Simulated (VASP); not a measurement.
Input of a VASP 6.6.1 run:

File INCAR:

```
ALGO = Normal
EDIFF = 1E-7
EDIFFG = -0.005
ENCUT = 600
GGA = PE
IBRION = 2
ISIF = 3
ISMEAR = -1
LASPH = True
LCHARG = False
LREAL = False
LWAVE = False
NELM = 80
NSW = 60
PREC = Accurate
SIGMA = 0.1
```

Contents of KPOINTS:

```
k-points
0
Gamma
  11 11 11
```

POSCAR

```
ReBi
1.0
    0.0000000000      3.1072325060      3.1072325060
    3.1072325060      0.0000000000      3.1072325060
    3.1072325060      3.1072325060      0.0000000000
Re Bi
1 1
Direct
    0.0000000000      0.0000000000      0.0000000000
    0.2500000000      0.2500000000      0.2500000000
```

Potentials or basis: VASP PAW PBE potentials, release 64 (Re, Bi_d).

Launch:

```bash
$ cat potpaw_PBE.64/Re/POTCAR potpaw_PBE.64/Bi_d/POTCAR > POTCAR
$ mpirun -np 1 vasp_std > vasp.out
```

(1) Estimate the band gap on the k mesh.

(2) Estimate the relaxed cell.

## Answers

(1) zero (bands 11 and 12 overlap by 0.02 eV).

(2) a = 4.402 Å, b = 4.402 Å, c = 4.402 Å, α = 60.00°, β = 60.00°, γ = 60.00°.

Caveat: spin-orbit coupling is left out, which moves the levels of the heavy elements.
